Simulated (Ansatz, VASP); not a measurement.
# ZrAgW: VASP beside Ansatz

```
CELL_PARAMETERS angstrom
3.69325 0.00000 0.00000
0.00000 3.69325 0.00000
0.00000 0.00000 5.65377
ATOMIC_POSITIONS crystal
Zr 0.50000 0.50000 0.00000
Ag 0.50000 0.50000 0.50000
W 0.00000 0.00000 0.00000
```

Alike in both runs: task relaxation of cell and atoms; functional PBE; k mesh 12 × 12 × 8; occupations gaussian, width 0.1 eV; no spin polarisation.

```csv
,VASP,Ansatz
version,VASP 6.6.1,Ansatz 0.2.0
potentials or method,"VASP PAW PBE potentials, release 64 (Zr_sv, Ag, W_sv), cutoff 600 eV","scalar-relativistic, plane waves, PAW"
valence electrons in the cell,37,45
```

```csv
,VASP,Ansatz,Ansatz less VASP
"gap on the k mesh at the Fermi level, each at its own relaxed structure (eV)",none,none,-
relaxed volume (Å³/atom),25.72,25.65,-0.066
relaxed cell length with the largest relative difference (Å),3.687,3.683,-0.0038
```

A gap of «none» marks a metal or a gap that the smearing closes. VASP's potentials hold 37 valence electrons a cell and Ansatz's 45, so a difference there can come from the potentials and not from the codes.

Spin-orbit coupling is off throughout.
